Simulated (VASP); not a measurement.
# BaTiO3 (R3m) in VASP: a series of runs

The runs below take BaTiO3 through single point, with PBE.

Program: VASP 6.6.1. These are calculated values, not measurements. Logs are shortened: lines on timing, memory, paths and dates and some standing lists are left out, and cuts for length are marked.

## 1. The cell of the first run

The structure is trigonal, space group R3m (No. 160). The conventional cell has a = 5.726 Å, b = 5.726 Å, c = 7.069 Å, α = 90.00°, β = 90.00°, γ = 120.00°. Ba (site symmetry 3m) has 12 O at 2.78 to 2.98 Å and 8 Ti at 3.43 to 3.64 Å within 3.7 Å. Ti (site symmetry 3m) has 6 O at 1.87 to 2.21 Å within 2.5 Å. O (site symmetry m) has 2 Ti at 1.87 to 2.21 Å within 2.5 Å.

## 2. Single point, PBE

File INCAR:

```
SYSTEM = BaTiO3
PREC = Accurate
ENCUT = 910
EDIFF = 1E-6
ISMEAR = 0
SIGMA = 0.02
LREAL = .FALSE.
LASPH = .TRUE.
NELM = 120
ALGO = Normal
ISIF = 2
LWAVE = .FALSE.
LCHARG = .FALSE.
GGA = PE
NBANDS = 28
GGA_COMPAT = .FALSE.
```

File KPOINTS:

```
regular mesh
0
G
  6 6 6
  0 0 0
```

File POSCAR:

```
BaTiO3
1.0
    2.8630706680      1.6529946209      2.3563003660
   -2.8630706680      1.6529946209      2.3563003660
    0.0000000000     -3.3059892418      2.3563003660
Ba Ti O
1 1 3
Direct
    0.0049545184      0.0049545184      0.0049545184
    0.5191875185      0.5191875185      0.5191875185
    0.4883938476      0.4883938476      0.9777702680
    0.4883938476      0.9777702680      0.4883938476
    0.9777702680      0.4883938476      0.4883938476
```

Potentials or basis: VASP PAW PBE potentials, release 64 (Ba_sv, Ti_sv, O_h).

Run with:

```bash
cat potpaw_PBE.64/Ba_sv/POTCAR potpaw_PBE.64/Ti_sv/POTCAR potpaw_PBE.64/O_h/POTCAR > POTCAR
mpirun -np 1 vasp_std > vasp.out
```

OUTCAR:

```text
SYSTEM = BaTiO3
   PREC = Accurate
   ENCUT = 910
   EDIFF = 1E-6
   ISMEAR = 0
   LREAL = .FALSE.
   LASPH = .TRUE.
   NELM = 120
   ISIF = 2
   GGA = PE

 ion  position               nearest neighbor table
   1  0.005  0.005  0.005-   4 2.78   5 2.78   3 2.78   3 2.87   3 2.87   4 2.87   5 2.87   5 2.87
                             4 2.87   5 2.98   4 2.98   3 2.98   2 3.43   2 3.48   2 3.48   2 3.48
   2  0.519  0.519  0.519-   4 1.87   5 1.87   3 1.87   4 2.21   5 2.21   3 2.21   1 3.43   1 3.48
                             1 3.48   1 3.48   1 3.54   1 3.54   1 3.54   1 3.64
   3  0.488  0.488  0.978-   2 1.87   2 2.21   1 2.78   1 2.87   1 2.87   1 2.98
   4  0.488  0.978  0.488-   2 1.87   2 2.21   1 2.78   1 2.87   1 2.87   1 2.98
   5  0.978  0.488  0.488-   2 1.87   2 2.21   1 2.78   1 2.87   1 2.87   1 2.98

  LATTYP: Found a trigonal (rhomboedric) cell.
 ALAT       =     4.0597680083
 COS(alpha) =     0.0053009638

  Lattice vectors:

 A1 = (   2.8630706680,   1.6529946209,   2.3563003660)
 A2 = (  -2.8630706680,   1.6529946209,   2.3563003660)
 A3 = (   0.0000000000,  -3.3059892418,   2.3563003660)

Analysis of symmetry for initial positions (statically):
=====================================================================
 Subroutine PRICEL returns:
 Original cell was already a primitive cell.

 Routine SETGRP: Setting up the symmetry group for a
 trigonal (rhombohedral) supercell.

 Subroutine GETGRP returns: Found  6 space group operations
 (whereof  6 operations were pure point group operations)
 out of a pool of 12 trial point group operations.

The static configuration has the point symmetry C_3v.

Analysis of symmetry for dynamics (positions and initial velocities):
=====================================================================
 Subroutine PRICEL returns:
 Original cell was already a primitive cell.

 Routine SETGRP: Setting up the symmetry group for a
 trigonal (rhombohedral) supercell.

 Subroutine GETGRP returns: Found  6 space group operations
 (whereof  6 operations were pure point group operations)
 out of a pool of 12 trial point group operations.

The dynamic configuration has the point symmetry C_3v.

 Subroutine INISYM returns: Found  6 space group operations
 (whereof  6 operations are pure point group operations),
 and found     1 'primitive' translations

----------------------------------------------------------------------------------------

                                     Primitive cell

[... 92 lines left out ...]
   LSORBIT =      F    spin-orbit coupling
   LASPH  =      T    aspherical Exc in radial PAW
   ENCUT  =  910.0 eV  66.88 Ry    8.18 a.u.   9.99  9.99  9.99*2*pi/ulx,y,z
   NELM   =    120;   NELMIN=  2; NELMDL= -5     # of ELM steps
   EDIFF  = 0.1E-05   stopping-criterion for ELM
   LREAL  =      F    real-space projection
   EDIFFG = 0.1E-04   stopping-criterion for IOM
   NSW    =      0    number of steps for IOM
   IBRION =     -1    ionic relax: 0-MD 1-quasi-New 2-CG
   NFREE  =      0    steps in history (QN), initial steepest desc. (CG)
   ISIF   =      2    stress and relaxation
   ISYM   =      2    0-nonsym 1-usesym 2-fastsym
   POTIM  = 0.5000    time-step for ionic-motion
   TEBEG  =    0.0;   TEEND  =   0.0 temperature during run
   PSTRESS=    0.0 pullay stress
   NELECT =      40.0000    total number of electrons
   NUPDOWN=      -1.0000    fix difference up-down
   EMIN   =  10.00;   EMAX   =-10.00  energy-range for DOS
   EFERMI =   0.00;   METHOD = LEGACY
   ISMEAR =     0;   SIGMA  =   0.02  broadening in eV -4-tet -1-fermi 0-gaus
   EFERMI_NEDOS =   21; number of points for ismear=-14 and -15
   IALGO  =     38    algorithm
   IMIX   =      4    mixing-type and parameters
     AMIX     =   0.40;   BMIX     =  1.00
     AMIX_MAG =   1.60;   BMIX_MAG =  1.00
  volume/ion in A,a.u.               =      13.38        90.31
  Fermi-wavevector in a.u.,A,eV,Ry     =   1.379112  2.606145 25.877618  1.901951
  Thomas-Fermi vector in A             =   2.504112
   LORBIT       =      0    0 simple, 1 ext, 2 COOP (PROOUT), +10 PAW based schemes
   GGA     = PE    functional components
   LHFCALC =     F    Hartree Fock is set to
   AEXX    =    0.0000 exact exchange contribution
   IVDW    =     0    specifies the selected vdW correction
   LEPSILON=     F    determine dielectric tensor
   LRPA    =     F    only Hartree local field effects (RPA)
 non-spin polarized calculation
 Gauss-broadening in eV      SIGMA  =   0.02
  energy-cutoff  :      910.00
  volume of cell :       66.91
 maximum number of plane-waves:      4224
   NGX = 19   NGY = 19   NGZ = 19

 number of electron      40.0000003 magnetization

 Free energy of the ion-electron system (eV)
  ---------------------------------------------------
  ext. energy  EPLUGINS =         0.00000000
  ---------------------------------------------------
  free energy    TOTEN  =       -40.08249792 eV

  energy without entropy =      -40.08249792  energy(sigma->0) =      -40.08249792

 E-fermi :   4.0537     XC(G=0): -11.0114

 val. band max:        3.7702885189   @ k =   0.5000   0.5000   0.5000
 cond. band min:       6.3578869151   @ k =   0.0000   0.0000   0.0000
 fundamental gap:      2.5875983962
 Fermi energy:         4.0537017774

 k-point     1 :       0.0000    0.0000    0.0000
  band No.  band energies     occupation
      1     -52.5177      2.00000
      2     -28.7734      2.00000
      3     -28.7706      2.00000
      4     -28.7706      2.00000
      5     -21.1226      2.00000
      6     -12.9329      2.00000
[... 733 lines left out ...]
     27      11.7478      0.00000
     28      12.2047      0.00000

 [... further k-points ...]
[... 5 lines left out ...]
  --------------------------------------------------------------------------------------
  -------------------------------------------------------------------------------------
  Total        0.4992440      0.4992440      0.4800196      0.0000000      0.0000000      0.0000000
  in kB       11.9546827     11.9546827     11.4943416      0.0000000      0.0000000      0.0000000
  external PRESSURE =      11.8012357 kB  Pullay stress =       0.0000000 kB

 VOLUME and BASIS-vectors are now :
 -----------------------------------------------------------------------------
  energy-cutoff  :      910.00
  volume of cell :       66.91
      direct lattice vectors                 reciprocal lattice vectors
     2.863070668  1.652994621  2.356300366     0.174637673  0.100827108  0.141464704
    -2.863070668  1.652994621  2.356300366    -0.174637673  0.100827108  0.141464704
     0.000000000 -3.305989242  2.356300366     0.000000000 -0.201654215  0.141464704

 POSITION                                       TOTAL-FORCE (eV/Angst)
 -----------------------------------------------------------------------------------
      0.00000      0.00000      0.03502         0.000000      0.000000     -0.045713
      0.00000      0.00000      3.67009         0.000000      0.000000     -0.048988
      0.00000     -1.61787      4.60553         0.000000     -0.016071      0.031567
     -1.40112      0.80894      4.60553        -0.013918      0.008035      0.031567
      1.40112      0.80894      4.60553         0.013918      0.008035      0.031567
 -----------------------------------------------------------------------------------
    total drift:                                0.000000     -0.000004      0.000661

  FREE ENERGIE OF THE ION-ELECTRON SYSTEM (eV)
  ---------------------------------------------------
  free  energy   TOTEN  =       -40.0824979192 eV

  energy  without entropy=      -40.0824979192  energy(sigma->0) =      -40.08249792
```

Run time: 57 s. Hardware: 1 thread of Intel Xeon 6975P-C (Granite Rapids), shared host; peak memory 0.33 GiB.

What came out:

- Free energy: -40.0825 eV
- Pressure: 1.2 GPa
- Largest force: 0.049 eV/Å
- Band gap on the k mesh: 2.59 eV, indirect (least direct gap 3.12 eV)

Forces on the atoms (eV/Å):
```
Ba   0.000  0.000 -0.046
Ti   0.000  0.000 -0.049
O    0.000 -0.016  0.032
O   -0.014  0.008  0.032
O    0.014  0.008  0.032
```

Caveat: the cutoff is under 1.25 times the usual one of these potentials, so pressure, stress and relaxed cells hold a basis-set (Pulay) error; spin-orbit coupling is left out, which moves the levels of the heavy elements. A k mesh can miss the band edges.

## 3. Single point, PBE

This run uses another cell than the first one: it holds 15 atoms, not 5.

File INCAR:

```
  ALGO = Normal
  EDIFF = 1E-6
  ENCUT = 520
  GGA = PE
  ISIF = 2
  ISMEAR = 0
  LASPH = True
  LCHARG = True
  LELF = True
  LREAL = Auto
  LVHAR = True
  LWAVE = False
  NBANDS = 73
  NELM = 100
  PREC = Accurate
  SIGMA = 0.05
```

File KPOINTS:

```
k-points
0
Gamma
  6 6 2
```

File POSCAR:

```
BaTiO3
1.0
    2.8630706609     -1.6529946168     -2.3563003513
    0.0000000000      3.3059892335     -2.3563003513
    8.5892119826      4.9589838503      7.0689010540
Ba Ti O
3 3 9
Direct
    0.9950454834      0.9950454834      0.0016515055
    0.9950454834      0.9950454834      0.3349848389
    0.9950454834      0.9950454834      0.6683181722
    0.4808124839      0.4808124839      0.1730625054
    0.4808124839      0.4808124839      0.5063958387
    0.4808124839      0.4808124839      0.8397291720
    0.5116061510      0.0222297307      0.1627979497
    0.5116061510      0.0222297307      0.4961312830
    0.5116061510      0.0222297307      0.8294646163
    0.0222297307      0.5116061510      0.1627979497
    0.0222297307      0.5116061510      0.4961312830
    0.0222297307      0.5116061510      0.8294646163
    0.5116061510      0.5116061510      0.3259234231
    0.5116061510      0.5116061510      0.6592567564
    0.5116061510      0.5116061510      0.9925900898
```

Potentials or basis: VASP PAW PBE potentials, release 64 (Ba_sv, Ti_sv, O).

Run with:

```bash
cat potpaw_PBE.64/Ba_sv/POTCAR potpaw_PBE.64/Ti_sv/POTCAR potpaw_PBE.64/O/POTCAR > POTCAR
mpirun -np 1 vasp_std > vasp.out
```

Wall time 12 min (1 thread of Oxide Virtual Turin-like, shared host); peak memory 0.39 GiB.

The run converged. Its results:

- Free energy: -120.1712 eV
- Pressure: 1.6 GPa
- Largest force: 0.095 eV/Å
- Band gap on the k mesh: 2.58 eV

Forces in eV/Å, atoms in the order of the input:
```
Ba  -0.001 -0.001 -0.042
Ba  -0.001 -0.001 -0.042
Ba  -0.001 -0.001 -0.042
Ti  -0.001  0.000 -0.095
Ti  -0.001  0.000 -0.095
Ti  -0.001  0.000 -0.095
O    0.002 -0.034  0.048
O    0.002 -0.034  0.048
O    0.002 -0.034  0.048
O   -0.029  0.018  0.048
O   -0.029  0.018  0.048
O   -0.029  0.018  0.048
O    0.029  0.017  0.041
O    0.029  0.017  0.041
O    0.029  0.017  0.041
```

Stress tensor (GPa, compression positive):
```
 1.66  0.00 -0.02
 0.00  1.66 -0.01
-0.02 -0.01  1.55
```

Levels at points of the mesh, in eV from the valence-band top:
```tsv
k point	band 58	band 59	band 60	band 61	band 62	band 63
(0.00, 0.00, 0.00)	-0.69	-0.54	-0.54	2.58	2.58	2.70
(0.50, 0.00, 0.00)	-0.88	-0.26	-0.26	2.74	3.49	3.49
(0.50, 0.50, 0.00)	-0.09	-0.04	-0.04	3.81	3.83	4.03
(0.00, 0.00, 0.50)	-0.63	-0.57	-0.57	2.60	2.60	2.74
(0.50, 0.00, 0.50)	-0.82	-0.82	-0.09	2.94	2.94	3.72
(0.50, 0.50, 0.50)	-0.03	-0.03	0.00	3.83	3.83	3.95
```

Caveat: spin-orbit coupling is left out, which moves the levels of the heavy elements.
